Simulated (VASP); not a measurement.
# Zn (P6/mmm) in VASP: a series of runs, part 2 of 2

VASP 6.6.1. The steps go on from the part before.

## (3) Single point, PBE

Input file INCAR:

```
SYSTEM = Zn
ALGO     = Normal         ! electronic algorithm
EDIFF    = 1E-6           ! SCF threshold, eV
ENCUT    = 520            ! plane-wave cutoff, eV
GGA      = PE             ! functional
ISIF     = 2              ! what is computed and relaxed
ISMEAR   = -1             ! smearing method
LASPH    = .True.         ! aspherical terms in the spheres
LCHARG   = .False.        ! write CHGCAR
LREAL    = .False.        ! projectors in reciprocal space
LWAVE    = .False.        ! write WAVECAR
NBANDS   = 12             ! bands
NELM     = 80             ! most SCF steps
PREC     = Accurate       ! precision mode
SIGMA    = 0.05           ! smearing width, eV
```

Input file KPOINTS:

```
k-points
0
Gamma
  22 22 20
  0 0 0
```

Input file POSCAR:

```
Zn
1.0
    2.0048885492      0.0000000000      0.0000000000
   -1.0024442746      1.7362844153      0.0000000000
    0.0000000000      0.0000000000      1.9564643867
Zn
1
Direct
    0.0000000000      0.0000000000      0.0000000000
```

Potentials or basis: VASP PAW PBE potentials, release 64 (Zn).

Started as:

```sh
$ cat potpaw_PBE.64/Zn/POTCAR > POTCAR
$ mpirun -np 1 vasp_std > vasp.out
```

OUTCAR:

```text
SYSTEM = Zn
   EDIFF = 1E-6
   ENCUT = 520
   GGA = PE
   ISIF = 2
   ISMEAR = -1
   LASPH = .True.
   LREAL = .False.
   NELM = 80
   PREC = Accurate

 ion  position               nearest neighbor table
   1  0.000  0.000  0.000-

  LATTYP: Found a hexagonal cell.
 ALAT       =     2.0048885492
 C/A-ratio  =     0.9758469554

  Lattice vectors:

 A1 = (   2.0048885492,   0.0000000000,   0.0000000000)
 A2 = (  -1.0024442746,   1.7362844153,   0.0000000000)
 A3 = (   0.0000000000,   0.0000000000,   1.9564643867)

Analysis of symmetry for initial positions (statically):
=====================================================================
 Subroutine PRICEL returns:
 Original cell was already a primitive cell.

 Routine SETGRP: Setting up the symmetry group for a
 hexagonal supercell.

 Subroutine GETGRP returns: Found 24 space group operations
 (whereof 24 operations were pure point group operations)
 out of a pool of 24 trial point group operations.

The static configuration has the point symmetry D_6h.

Analysis of symmetry for dynamics (positions and initial velocities):
=====================================================================
 Subroutine PRICEL returns:
 Original cell was already a primitive cell.

 Routine SETGRP: Setting up the symmetry group for a
 hexagonal supercell.

 Subroutine GETGRP returns: Found 24 space group operations
 (whereof 24 operations were pure point group operations)
 out of a pool of 24 trial point group operations.

The dynamic configuration has the point symmetry D_6h.

 Subroutine INISYM returns: Found 24 space group operations
 (whereof 24 operations are pure point group operations),
 and found     1 'primitive' translations

----------------------------------------------------------------------------------------

                                     Primitive cell

  volume of cell :       6.8106

  direct lattice vectors                    reciprocal lattice vectors
     2.004888549  0.000000000  0.000000000     0.498780843  0.287971254  0.000000000
    -1.002444275  1.736284415  0.000000000     0.000000000  0.575942508  0.000000000
     0.000000000  0.000000000  1.956464387     0.000000000  0.000000000  0.511126094

  length of vectors
     2.004888549  2.004888549  1.956464387     0.575942508  0.575942508  0.511126094

  position of ions in fractional coordinates (direct lattice)
     0.000000000  0.000000000  0.000000000

  ion indices of the primitive-cell ions
   primitive index   ion index
                 1           1

----------------------------------------------------------------------------------------

 KPOINTS: k-points

Automatic generation of k-mesh.
 Grid dimensions read from file:
 generate k-points for:   22   22   20

 Generating k-lattice:

  Cartesian coordinates                     Fractional coordinates (reciprocal lattice)
     0.022671856  0.013089602  0.000000000     0.045454545 -0.000000000  0.000000000
     0.000000000  0.026179205  0.000000000     0.000000000  0.045454545  0.000000000
     0.000000000  0.000000000  0.025556305     0.000000000  0.000000000  0.050000000

  Length of vectors
     0.026179205  0.026179205  0.025556305

  Shift w.r.t. Gamma in fractional coordinates (k-lattice)
     0.000000000  0.000000000  0.000000000

 Subroutine IBZKPT returns following result:
 ===========================================

 Found    572 irreducible k-points:

 Following reciprocal coordinates:
            Coordinates               Weight
  0.000000  0.000000  0.000000      1.000000
  0.045455  0.000000  0.000000      6.000000
  0.090909  0.000000  0.000000      6.000000
  0.136364  0.000000  0.000000      6.000000
  0.181818  0.000000  0.000000      6.000000
  0.227273  0.000000  0.000000      6.000000
[... 16 lines left out ...]
  0.090909  0.090909  0.000000      6.000000
  0.136364  0.090909  0.000000     12.000000
 [... further k-points ...]
   k-points           NKPTS =    572   k-points in BZ     NKDIM =    572   number of bands    NBANDS=     12
   number of dos      NEDOS =    301   number of ions     NIONS =      1
   total plane-waves  NPLWV =   4096
   dimension x,y,z NGX =    16 NGY =   16 NGZ =   16
   dimension x,y,z NGXF=    32 NGYF=   32 NGZF=   32
   ions per type =               1
   NGX,Y,Z   is equivalent  to a cutoff of  13.27, 13.27, 13.60 a.u.
   NGXF,Y,Z  is equivalent  to a cutoff of  26.53, 26.53, 27.19 a.u.
 SYSTEM =  Zn
   PREC   = accura    normal or accurate (medium, high low for compatibility)
   ISTART =      0    job   : 0-new  1-cont  2-samecut
   ICHARG =      2    charge: 1-file 2-atom 10-const
   ISPIN  =      1    spin polarized calculation?
   LNONCOLLINEAR =      F non collinear calculations
   LSORBIT =      F    spin-orbit coupling
   LASPH  =      T    aspherical Exc in radial PAW
   ENCUT  =  520.0 eV  38.22 Ry    6.18 a.u.   3.73  3.73  3.64*2*pi/ulx,y,z
   NELM   =     80;   NELMIN=  2; NELMDL= -5     # of ELM steps
   EDIFF  = 0.1E-05   stopping-criterion for ELM
   LREAL  =      F    real-space projection
   EDIFFG = 0.1E-04   stopping-criterion for IOM
   NSW    =      0    number of steps for IOM
   IBRION =     -1    ionic relax: 0-MD 1-quasi-New 2-CG
   NFREE  =      0    steps in history (QN), initial steepest desc. (CG)
   ISIF   =      2    stress and relaxation
   ISYM   =      2    0-nonsym 1-usesym 2-fastsym
   POTIM  = 0.5000    time-step for ionic-motion
   TEBEG  =    0.0;   TEEND  =   0.0 temperature during run
   PSTRESS=    0.0 pullay stress
   NELECT =      12.0000    total number of electrons
   NUPDOWN=      -1.0000    fix difference up-down
   EMIN   =  10.00;   EMAX   =-10.00  energy-range for DOS
   EFERMI =   0.00;   METHOD = LEGACY
   ISMEAR =    -1;   SIGMA  =   0.05  broadening in eV -4-tet -1-fermi 0-gaus
   EFERMI_NEDOS =   21; number of points for ismear=-14 and -15
   IALGO  =     38    algorithm
   IMIX   =      4    mixing-type and parameters
     AMIX     =   0.40;   BMIX     =  1.00
     AMIX_MAG =   1.60;   BMIX_MAG =  1.00
  volume/ion in A,a.u.               =       6.81        45.96
  Fermi-wavevector in a.u.,A,eV,Ry     =   1.977308  3.736570 53.195313  3.909745
  Thomas-Fermi vector in A             =   2.998410
   LORBIT       =      0    0 simple, 1 ext, 2 COOP (PROOUT), +10 PAW based schemes
   GGA     = PE    functional components
   LHFCALC =     F    Hartree Fock is set to
   AEXX    =    0.0000 exact exchange contribution
   IVDW    =     0    specifies the selected vdW correction
   LEPSILON=     F    determine dielectric tensor
   LRPA    =     F    only Hartree local field effects (RPA)
 non-spin polarized calculation
  energy-cutoff  :      520.00
  volume of cell :        6.81
 maximum number of plane-waves:       199
 NGX is ok and might be reduce to    16

 number of electron      11.9999996 magnetization

 Free energy of the ion-electron system (eV)
  ---------------------------------------------------
  ext. energy  EPLUGINS =         0.00000000
  ---------------------------------------------------
  free energy    TOTEN  =         5.53437382 eV

  energy without entropy =        5.53647738  energy(sigma->0) =        5.53542560

 E-fermi :  13.3184     XC(G=0): -16.4835

 val. band max:       13.3135151023   @ k =   0.3636   0.1364   0.4500
 cond. band min:      13.3189619718   @ k =   0.2727   0.2273   0.4500
 fundamental gap:      0.0054468694
 Fermi energy:        13.3183646712

 k-point     1 :       0.0000    0.0000    0.0000
  band No.  band energies     occupation
      1      -7.1333      2.00000
      2      -2.5878      2.00000
      3       0.0886      2.00000
      4       0.0886      2.00000
      5       2.9175      2.00000
      6       2.9175      2.00000
      7      31.8890      0.00000
      8      38.1846      0.00000
      9      39.0024      0.00000
     10      44.6034      0.00000
     11      44.6034      0.00000
     12      46.5574      0.00000

 k-point     2 :       0.0455    0.0000    0.0000
  band No.  band energies     occupation
      1      -7.0196      2.00000
      2      -2.5565      2.00000
      3       0.0418      2.00000
      4       0.1467      2.00000
      5       2.8743      2.00000
      6       2.9097      2.00000
      7      32.0458      0.00000
      8      37.5560      0.00000
      9      38.9793      0.00000
     10      42.9887      0.00000
     11      43.0355      0.00000
     12      48.2689      0.00000
[... 316 lines left out ...]
 k-point    24 :       0.1364    0.0909    0.0000
  band No.  band energies     occupation
      1      -5.1255      2.00000
      2      -2.0659      2.00000
      3      -0.6339      2.00000
      4       1.1994      2.00000
      5       2.2421      2.00000
      6       2.7662      2.00000
      7      29.5678      0.00000
      8      32.7942      0.00000
      9      34.7380      0.00000
     10      39.7198      0.00000
     11      43.9232      0.00000
     12      51.8340      0.00000

 [... further k-points ...]
[... 5 lines left out ...]
  --------------------------------------------------------------------------------------
  -------------------------------------------------------------------------------------
  Total       21.3851873     21.3851873     21.2823410      0.0000000     -0.0000000     -0.0000000
  in kB     5030.8409853   5030.8409849   5006.6465231      0.0000000     -0.0000000     -0.0000000
  external PRESSURE =    5022.7761644 kB  Pullay stress =       0.0000000 kB

 VOLUME and BASIS-vectors are now :
 -----------------------------------------------------------------------------
  energy-cutoff  :      520.00
  volume of cell :        6.81
      direct lattice vectors                 reciprocal lattice vectors
     2.004888549  0.000000000  0.000000000     0.498780843  0.287971254  0.000000000
    -1.002444275  1.736284415  0.000000000     0.000000000  0.575942508  0.000000000
     0.000000000  0.000000000  1.956464387     0.000000000  0.000000000  0.511126094

 POSITION                                       TOTAL-FORCE (eV/Angst)
 -----------------------------------------------------------------------------------
      0.00000      0.00000      0.00000        -0.000000      0.000000      0.000000
 -----------------------------------------------------------------------------------
    total drift:                                0.000000     -0.000000      0.000000

  FREE ENERGIE OF THE ION-ELECTRON SYSTEM (eV)
  ---------------------------------------------------
  free  energy   TOTEN  =         5.5343738227 eV

  energy  without entropy=        5.5364773794  energy(sigma->0) =        5.53542560
```

It took 14 s on 1 thread of Intel Xeon Platinum 8488C (Sapphire Rapids), shared host; peak memory 0.15 GiB.

Results:

* Free energy: 5.5344 eV
* Pressure: 502.3 GPa
* Band gap on the k mesh: zero (band 6 reaches 18.90 eV, above the bottom of band 7 at 10.15 eV)

## (4) Single point, PBE

This run uses another cell than the first one: it holds 3 atoms, not 1.

Input file INCAR:

```
  ALGO = Normal
  EDIFF = 1E-6
  ENCUT = 520
  GGA = PE
  ISIF = 2
  ISMEAR = -1
  LASPH = T
  LCHARG = F
  LREAL = F
  LWAVE = F
  NBANDS = 25
  NELM = 100
  PREC = Accurate
  SIGMA = 0.05
```

Input file KPOINTS:

```
k-points
0
Gamma
  11 11 15
```

Input file POSCAR:

```
Zn
1.0
    3.3555566175      0.0000000000      0.0000000000
   -1.6777783088      2.9059972746      0.0000000000
    0.0000000000      0.0000000000      2.0295578494
Zn
3
Direct
    0.0000000000      0.0000000000      0.0000000000
    0.3333333333      0.6666666667      0.5000000000
    0.6666666667      0.3333333333      0.5000000000
```

Started as:

```sh
$ cat potpaw_PBE.64/Zn/POTCAR > POTCAR
$ mpirun -np 1 vasp_std > vasp.out
```

Run time: 40 s. Hardware: 1 thread of Intel Xeon Platinum 8488C (Sapphire Rapids), shared host; peak memory 0.17 GiB.

The run converged, but its numbers aren't listed here, since they failed a check.
